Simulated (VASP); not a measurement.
Runs of VASP 6.6.1 on PbS. The structure is that of space group C2/m (No. 12), or close to it. The cells are those of the table. 

```tsv
task	cell	gap on the mesh (eV)	largest force (eV/Å)
electric field gradients	a = 4.046, b = 4.046, c = 11.519 Å, angles 93.7, 93.7, 89.2°, 4 atoms	1.16	(b)
single point	a = 4.211, b = 4.211, c = 11.990 Å, angles 93.7, 93.7, 89.2°, 4 atoms	1.36	1.03
single point	a = 4.109, b = 4.151, c = 11.749 Å, angles 93.0, 93.7, 89.2°, 4 atoms	1.27	0.67
electric field gradients	a = 4.089, b = 4.089, c = 11.758 Å, angles 93.7, 93.7, 89.2°, 4 atoms	1.18	0.57
electric field gradients	a = 4.102, b = 4.102, c = 11.680 Å, angles 93.7, 93.7, 89.2°, 4 atoms	1.24	0.54
electric field gradients	a = 4.144, b = 4.144, c = 11.798 Å, angles 93.7, 93.7, 89.2°, 4 atoms	(a)	0.74
single point	a = 4.157, b = 4.157, c = 11.837 Å, angles 93.7, 93.7, 89.2°, 4 atoms	1.31	0.80
electric field gradients	a = 4.151, b = 4.109, c = 11.770 Å, angles 94.5, 93.8, 89.2°, 4 atoms	1.27	0.67
single point	a = 4.074, b = 4.074, c = 11.600 Å, angles 93.7, 93.7, 89.2°, 4 atoms	1.20	0.39
single point	a = 4.171, b = 4.089, c = 11.782 Å, angles 95.3, 93.8, 89.2°, 4 atoms	1.27	0.67
single point	a = 4.116, b = 4.116, c = 11.720 Å, angles 93.7, 93.7, 89.2°, 4 atoms	(c)	0.61
single point	a = 4.151, b = 4.109, c = 11.770 Å, angles 94.5, 93.8, 89.2°, 4 atoms	1.27	0.67
```

Alike in all rows: level PBEsol; potentials or basis VASP PAW PBE potentials, release 64 (Pb_d, S); no spin polarisation; k mesh 7 × 7 × 3; cutoff (eV) 520; smearing fermi-dirac 0.01 eV.

Problem. Estimate the missing entries.

Solution. (a) 1.29; (b) 0.23; (c) 1.26.

Caveats: the PAW data sets were made with another functional, which shifts forces and pressure a little; spin-orbit coupling is left out, which moves the levels of the heavy elements.

A k mesh can miss the band edges, and the runs leave out spin-orbit coupling on Pb.
